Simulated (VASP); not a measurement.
# V (Im-3m) in VASP: notebook

V is run at these levels: PBE; tasks: single point, relaxation of cell and atoms.

Program: VASP 6.6.1. These are calculated values, not measurements. Logs are shortened: lines on timing, memory, paths and dates and some standing lists are left out, and cuts for length are marked.

## Step 1: The cell of the first run

It takes space group Im-3m (No. 229, cubic). The conventional cell has a = 2.997 Å, b = 2.997 Å, c = 2.997 Å, α = 90.00°, β = 90.00°, γ = 90.00°. V (site symmetry m-3m) has 14 V at 2.60 to 3.00 Å within 3.4 Å.

## Step 2: Single point, PBE

Input file INCAR:

```
PREC = Accurate ; ENCUT = 520
EDIFF = 1E-6 ; ISMEAR = 0
SIGMA = 0.1 ; LREAL = False
LASPH = True ; NELM = 100
ALGO = Normal ; ISIF = 2
LWAVE = False ; LCHARG = False
GGA = PE ; NBANDS = 12
```

Input file KPOINTS:

```
regular mesh
0
Gamma
  20 20 20
```

Input file POSCAR:

```
V
1.0
   -1.4985076728      1.4985076728      1.4985076728
    1.4985076728     -1.4985076728      1.4985076728
    1.4985076728      1.4985076728     -1.4985076728
V
1
Direct
    0.0000000000      0.0000000000      0.0000000000
```

Potentials or basis: VASP PAW PBE potentials, release 64 (V_sv).

Command:

```console
$ cat potpaw_PBE.64/V_sv/POTCAR > POTCAR
$ mpirun -np 1 vasp_std > vasp.out
```

OUTCAR:

```text
PREC = Accurate
   ENCUT = 520
   EDIFF = 1E-6
   ISMEAR = 0
   LREAL = False
   LASPH = True
   NELM = 100
   ISIF = 2
   GGA = PE

 ion  position               nearest neighbor table
   1  0.000  0.000  0.000-

  LATTYP: Found a body centered cubic cell.
 ALAT       =     2.9970153456

  Lattice vectors:

 A1 = (  -1.4985076728,   1.4985076728,   1.4985076728)
 A2 = (   1.4985076728,  -1.4985076728,   1.4985076728)
 A3 = (   1.4985076728,   1.4985076728,  -1.4985076728)

Analysis of symmetry for initial positions (statically):
=====================================================================
 Subroutine PRICEL returns:
 Original cell was already a primitive cell.

 Routine SETGRP: Setting up the symmetry group for a
 body centered cubic supercell.

 Subroutine GETGRP returns: Found 48 space group operations
 (whereof 48 operations were pure point group operations)
 out of a pool of 48 trial point group operations.

The static configuration has the point symmetry O_h .

Analysis of symmetry for dynamics (positions and initial velocities):
=====================================================================
 Subroutine PRICEL returns:
 Original cell was already a primitive cell.

 Routine SETGRP: Setting up the symmetry group for a
 body centered cubic supercell.

 Subroutine GETGRP returns: Found 48 space group operations
 (whereof 48 operations were pure point group operations)
 out of a pool of 48 trial point group operations.

The dynamic configuration has the point symmetry O_h .

 Subroutine INISYM returns: Found 48 space group operations
 (whereof 48 operations are pure point group operations),
 and found     1 'primitive' translations

----------------------------------------------------------------------------------------

                                     Primitive cell

  volume of cell :      13.4597

  direct lattice vectors                    reciprocal lattice vectors
    -1.498507673  1.498507673  1.498507673     0.000000000  0.333665292  0.333665292
     1.498507673 -1.498507673  1.498507673     0.333665292  0.000000000  0.333665292
     1.498507673  1.498507673 -1.498507673     0.333665292  0.333665292  0.000000000

  length of vectors
     2.595491425  2.595491425  2.595491425     0.471873981  0.471873981  0.471873981

  position of ions in fractional coordinates (direct lattice)
     0.000000000  0.000000000  0.000000000

  ion indices of the primitive-cell ions
   primitive index   ion index
                 1           1

----------------------------------------------------------------------------------------

 KPOINTS: regular mesh

Automatic generation of k-mesh.
 Grid dimensions read from file:
 generate k-points for:   20   20   20

 Generating k-lattice:

  Cartesian coordinates                     Fractional coordinates (reciprocal lattice)
     0.000000000  0.016683265  0.016683265     0.050000000  0.000000000  0.000000000
     0.016683265  0.000000000  0.016683265     0.000000000  0.050000000  0.000000000
     0.016683265  0.016683265  0.000000000     0.000000000  0.000000000  0.050000000

  Length of vectors
     0.023593699  0.023593699  0.023593699

  Shift w.r.t. Gamma in fractional coordinates (k-lattice)
     0.000000000  0.000000000  0.000000000

 Subroutine IBZKPT returns following result:
 ===========================================

 Found    256 irreducible k-points:

 Following reciprocal coordinates:
            Coordinates               Weight
  0.000000  0.000000  0.000000      1.000000
  0.050000  0.000000  0.000000     12.000000
  0.100000  0.000000  0.000000     12.000000
  0.150000  0.000000  0.000000     12.000000
  0.200000  0.000000  0.000000     12.000000
  0.250000  0.000000  0.000000     12.000000
[... 16 lines left out ...]
  0.200000  0.100000  0.000000     48.000000
  0.250000  0.100000  0.000000     48.000000
 [... further k-points ...]
   k-points           NKPTS =    256   k-points in BZ     NKDIM =    256   number of bands    NBANDS=     12
   number of dos      NEDOS =    301   number of ions     NIONS =      1
   total plane-waves  NPLWV =   8000
   dimension x,y,z NGX =    20 NGY =   20 NGZ =   20
   dimension x,y,z NGXF=    40 NGYF=   40 NGZF=   40
   ions per type =               1
   NGX,Y,Z   is equivalent  to a cutoff of  12.81, 12.81, 12.81 a.u.
   NGXF,Y,Z  is equivalent  to a cutoff of  25.62, 25.62, 25.62 a.u.
 SYSTEM =  unknown system
   PREC   = accura    normal or accurate (medium, high low for compatibility)
   ISTART =      0    job   : 0-new  1-cont  2-samecut
   ICHARG =      2    charge: 1-file 2-atom 10-const
   ISPIN  =      1    spin polarized calculation?
   LNONCOLLINEAR =      F non collinear calculations
   LSORBIT =      F    spin-orbit coupling
   LASPH  =      T    aspherical Exc in radial PAW
   ENCUT  =  520.0 eV  38.22 Ry    6.18 a.u.   4.83  4.83  4.83*2*pi/ulx,y,z
   NELM   =    100;   NELMIN=  2; NELMDL= -5     # of ELM steps
   EDIFF  = 0.1E-05   stopping-criterion for ELM
   LREAL  =      F    real-space projection
   EDIFFG = 0.1E-04   stopping-criterion for IOM
   NSW    =      0    number of steps for IOM
   IBRION =     -1    ionic relax: 0-MD 1-quasi-New 2-CG
   NFREE  =      0    steps in history (QN), initial steepest desc. (CG)
   ISIF   =      2    stress and relaxation
   ISYM   =      2    0-nonsym 1-usesym 2-fastsym
   POTIM  = 0.5000    time-step for ionic-motion
   TEBEG  =    0.0;   TEEND  =   0.0 temperature during run
   PSTRESS=    0.0 pullay stress
   NELECT =      13.0000    total number of electrons
   NUPDOWN=      -1.0000    fix difference up-down
   EMIN   =  10.00;   EMAX   =-10.00  energy-range for DOS
   EFERMI =   0.00;   METHOD = LEGACY
   ISMEAR =     0;   SIGMA  =   0.10  broadening in eV -4-tet -1-fermi 0-gaus
   EFERMI_NEDOS =   21; number of points for ismear=-14 and -15
   IALGO  =     38    algorithm
   IMIX   =      4    mixing-type and parameters
     AMIX     =   0.40;   BMIX     =  1.00
     AMIX_MAG =   1.60;   BMIX_MAG =  1.00
  volume/ion in A,a.u.               =      13.46        90.83
  Fermi-wavevector in a.u.,A,eV,Ry     =   1.618243  3.058035 35.629703  2.618709
  Thomas-Fermi vector in A             =   2.712537
   LORBIT       =      0    0 simple, 1 ext, 2 COOP (PROOUT), +10 PAW based schemes
   GGA     = PE    functional components
   LHFCALC =     F    Hartree Fock is set to
   AEXX    =    0.0000 exact exchange contribution
   IVDW    =     0    specifies the selected vdW correction
   LEPSILON=     F    determine dielectric tensor
   LRPA    =     F    only Hartree local field effects (RPA)
 non-spin polarized calculation
 Gauss-broadening in eV      SIGMA  =   0.10
  energy-cutoff  :      520.00
  volume of cell :       13.46
 maximum number of plane-waves:       374
   NGX =  9   NGY =  9   NGZ =  9

 number of electron      12.9999990 magnetization

 Free energy of the ion-electron system (eV)
  ---------------------------------------------------
  ext. energy  EPLUGINS =         0.00000000
  ---------------------------------------------------
  free energy    TOTEN  =        -8.99675372 eV

  energy without entropy =       -8.98798236  energy(sigma->0) =       -8.99236804

 E-fermi :   9.7124     XC(G=0): -12.9091

 val. band max:        9.7110009190   @ k =  -0.3000   0.3000   0.1500
 cond. band min:       9.7148678195   @ k =   0.1000   0.0500   0.0500
 fundamental gap:      0.0038669006
 Fermi energy:         9.7123898856

 k-point     1 :       0.0000    0.0000    0.0000
  band No.  band energies     occupation
      1     -54.0064      2.00000
      2     -27.3058      2.00000
      3     -27.3058      2.00000
      4     -27.3058      2.00000
      5       3.1280      2.00000
      6      10.1258      0.00000
      7      10.1258      0.00000
      8      10.1258      0.00000
      9      12.1369      0.00000
     10      12.1369      0.00000
     11      30.2092      0.00000
     12      30.2092      0.00000

 k-point     2 :       0.0500    0.0000    0.0000
  band No.  band energies     occupation
      1     -54.0017      2.00000
      2     -27.3288      2.00000
      3     -27.3128      2.00000
      4     -27.3059      2.00000
      5       3.2295      2.00000
      6      10.0824      0.00000
      7      10.1172      0.00000
      8      10.1980      0.00000
      9      12.0858      0.00000
     10      12.1396      0.00000
     11      30.0295      0.00000
     12      30.1971      0.00000

 k-point     3 :       0.1000    0.0000    0.0000
  band No.  band energies     occupation
      1     -53.9878      2.00000
      2     -27.3954      2.00000
      3     -27.3331      2.00000
      4     -27.3064      2.00000
      5       3.5273      2.00000
      6       9.9584      0.00050
      7      10.0798      0.00000
      8      10.4109      0.00000
      9      11.9610      0.00000
     10      12.1490      0.00000
     11      29.4879      0.00000
     12      30.0960      0.00000
[... 286 lines left out ...]
 k-point    23 :       0.2000    0.1000    0.0000
  band No.  band energies     occupation
      1     -53.8986      2.00000
      2     -27.7920      2.00000
      3     -27.4508      2.00000
      4     -27.3379      2.00000
      5       5.5249      2.00000
      6       9.2907      2.00000
      7       9.4823      1.99886
      8      11.6646      0.00000
      9      12.0408      0.00000
     10      12.3818      0.00000
     11      25.9058      0.00000
     12      27.5778      0.00000

 k-point    24 :       0.2500    0.1000    0.0000
  band No.  band energies     occupation
      1     -53.8694      2.00000
      2     -27.9132      2.00000
      3     -27.5009      2.00000
      4     -27.3403      2.00000
      5       6.1382      2.00000
      6       9.0628      2.00000
      7       9.4385      1.99989
      8      11.7608      0.00000
      9      12.4233      0.00000
     10      12.6842      0.00000
     11      24.3285      0.00000
     12      26.8153      0.00000

 [... further k-points ...]
[... 5 lines left out ...]
  --------------------------------------------------------------------------------------
  -------------------------------------------------------------------------------------
  Total        0.0194648      0.0194648      0.0194648      0.0000000      0.0000000      0.0000000
  in kB        2.3169871      2.3169871      2.3169871      0.0000000      0.0000000      0.0000000
  external PRESSURE =       2.3169871 kB  Pullay stress =       0.0000000 kB

 VOLUME and BASIS-vectors are now :
 -----------------------------------------------------------------------------
  energy-cutoff  :      520.00
  volume of cell :       13.46
      direct lattice vectors                 reciprocal lattice vectors
    -1.498507673  1.498507673  1.498507673     0.000000000  0.333665292  0.333665292
     1.498507673 -1.498507673  1.498507673     0.333665292  0.000000000  0.333665292
     1.498507673  1.498507673 -1.498507673     0.333665292  0.333665292  0.000000000

 POSITION                                       TOTAL-FORCE (eV/Angst)
 -----------------------------------------------------------------------------------
      0.00000      0.00000      0.00000        -0.000000      0.000000      0.000000
 -----------------------------------------------------------------------------------
    total drift:                                0.000000     -0.000000      0.000000

  FREE ENERGIE OF THE ION-ELECTRON SYSTEM (eV)
  ---------------------------------------------------
  free  energy   TOTEN  =        -8.9967537199 eV

  energy  without entropy=       -8.9879823587  energy(sigma->0) =       -8.99236804
```

It took 18 s on 1 thread of AMD EPYC 9R45 (Zen 5), shared host; peak memory 0.12 GiB.

What came out:

| Quantity | Value |
| --- | --- |
| Free energy | -8.9968 eV |
| Pressure | 0.2 GPa |
| Band gap on the k mesh | zero (an odd number of electrons rules out a gap without spin polarisation) |

## Step 3: Relaxation of cell and atoms, PBE

This run uses another cell than the first one, of 13.55 Å³/atom.

Input file INCAR:

```
SYSTEM = V
PREC = Accurate
ENCUT = 600
EDIFF = 1E-6
ISMEAR = 0
SIGMA = 0.1
LREAL = .FALSE.
LASPH = .TRUE.
NELM = 60
ALGO = Normal
ISIF = 3
LWAVE = .FALSE.
LCHARG = .FALSE.
GGA = PE
IBRION = 2
NSW = 80
EDIFFG = -0.01
```

Input file KPOINTS:

```
regular mesh
0
G
  20 20 20
  0 0 0
```

Input file POSCAR:

```
V
1.0
   -1.5017360662      1.5017360662      1.5017360662
    1.5017360662     -1.5017360662      1.5017360662
    1.5017360662      1.5017360662     -1.5017360662
V
1
Direct
    0.0000000000      0.0000000000      0.0000000000
```

Potentials or basis: VASP PAW PBE potentials, release 64 (V_sv).

Command:

```console
$ cat potpaw_PBE.64/V_sv/POTCAR > POTCAR
$ mpirun -np 1 vasp_std > vasp.out
```

Wall time 44 s (1 thread of AMD EPYC 9R45 (Zen 5), shared host); peak memory 0.15 GiB.

The run converged. Its results:

* Free energy: -8.9968 eV
* Relaxed volume: 13.47 Å³/atom
* Relaxed cell: a = 2.596 Å, b = 2.596 Å, c = 2.596 Å, α = 109.47°, β = 109.47°, γ = 109.47°
* Space group after relaxing (to 0.1 Å): Im-3m (No. 229)
* Energy gained by relaxing: 0.2 meV/atom
* Ionic steps: 3
* Pressure after relaxing: 0.0 GPa
* Band gap on the k mesh: zero (an odd number of electrons rules out a gap without spin polarisation)

The path:
```csv
step,energy change (eV),largest force (eV/Å),pressure (GPa),volume (Å³)
1,0.0000,0.0000,-1.01,13.55
2,0.0001,0.0000,1.31,13.38
3,-0.0002,0.0000,0.01,13.47
```

Final structure:
```xyz
1
Lattice="-1.4989 1.4989 1.4989 1.4989 -1.4989 1.4989 1.4989 1.4989 -1.4989" Properties=species:S:1:pos:R:3 pbc="T T T"
V     0.0000    0.0000    0.0000
```

Levels at points of the mesh, in eV from the Fermi level:
```
           k point  band 4  band 5  band 6  band 7  band 8  band 9  band 10
(0.00, 0.00, 0.00)  -37.02   -6.58    0.41    0.41    0.41    2.42     2.42
(0.50, 0.00, 0.00)  -37.03   -3.17   -1.13    1.64    2.42    2.78     4.11
(0.50, 0.50, 0.50)  -37.63   -2.99   -2.99    3.72    3.72    3.72    10.21
```
